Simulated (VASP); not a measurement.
A run of VASP 6.6.1 is set up as follows.

INCAR

```
ALGO = Normal ; EDIFF = 1E-8
ENCUT = 520 ; GGA = CA
ISIF = 2 ; ISMEAR = -1
LASPH = T ; LCHARG = F
LEFG = T ; LREAL = F
LWAVE = F ; NBANDS = 10
NELM = 60 ; PREC = Accurate
SIGMA = 0.03
```

File KPOINTS:

```
k-points
0
Gamma
  14 14 14
```

Contents of POSCAR:

```
Re
1.0
    0.0000000000      1.9750000000      1.9947500000
    1.9750000000      0.0000000000      1.9947500000
    1.9750000000      1.9750000000      0.0000000000
Re
1
Direct
    0.0000000000      0.0000000000      0.0000000000
```

Potentials or basis: VASP PAW LDA potentials, release 64 (Re).

Command:

```console
$ cat potpaw_LDA.64/Re/POTCAR > POTCAR
$ mpirun -np 1 vasp_std > vasp.out
```

Question: Predict the pressure.

Answer: -26.1 GPa.

Electric field gradients, principal values (V/Å²):
| atom | least | middle | greatest (by size) |
| --- | --- | --- | --- |
| 1 Re | 6.558 | 6.558 | -13.116 |

Caveat: the cell differs from its parent crystal (zz strain of +1 %); without QUAD_EFG the Cq values of the log hold for a quadrupole moment of 1 mb, not for the nuclei.
